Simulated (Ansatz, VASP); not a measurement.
One calculation of BAs, two programs

The input INCAR:

```
PREC = Accurate
ENCUT = 520
EDIFF = 1E-6
ISMEAR = -1
SIGMA = 0.05
LREAL = False
LASPH = True
NELM = 60
ALGO = Normal
ISIF = 2
LWAVE = False
LCHARG = True
GGA = PE
LELF = True
LVHAR = True
NBANDS = 11
```

File KPOINTS:

```
Automatic mesh
0
Gamma
  15 15 15
```

File POSCAR:

```
BAs
1.0
    2.8782072577      0.0000000000      0.0000000000
    0.0000000000      2.8782072577      0.0000000000
    0.0000000000      0.0000000000      2.8782072577
B As
1 1
Direct
    0.0000000000      0.0000000000      0.0000000000
    0.5000000000      0.5000000000      0.5000000000
```

Input for Ansatz:

```yaml
crystal:
  lattice:
    - [2.8782072577, 0.0, 0.0]
    - [0.0, 2.8782072577, 0.0]
    - [0.0, 0.0, 2.8782072577]
  atoms:
    - { symbol: B, position: [0.0, 0.0, 0.0] }
    - { symbol: As, position: [0.5, 0.5, 0.5] }
kpoints:
  mp_grid: { grid: [15, 15, 15] }
scf:
  occupations: { method: fermi_dirac, width: 0.05 }
hamiltonian:
  xc: pbe
  pseudopotentials: { kind: all_electron, lapw: { basis_error: 0.001 } }
output:
  forces: true
  stress: true
  eigenvalues: true
  populations: true
```

Change from the starting cell: volume scaled by 0.94, LAPW.

Alike in both runs: task single point; functional PBE; k mesh 15 × 15 × 15; occupations fermi-dirac, width 0.05 eV; no spin polarisation.

```csv
,VASP,Ansatz
version,VASP 6.6.1,Ansatz 0.2.0
potentials or method,"VASP PAW PBE potentials, release 64 (B, As), cutoff 520 eV","all-electron LAPW, scalar-relativistic"
```

|  | VASP | Ansatz | Ansatz less VASP |
| --- | --- | --- | --- |
| pressure (GPa) | 7.6 | 7.4 | -0.25 |

Ansatz ran all-electron here, and VASP with PAW potentials.
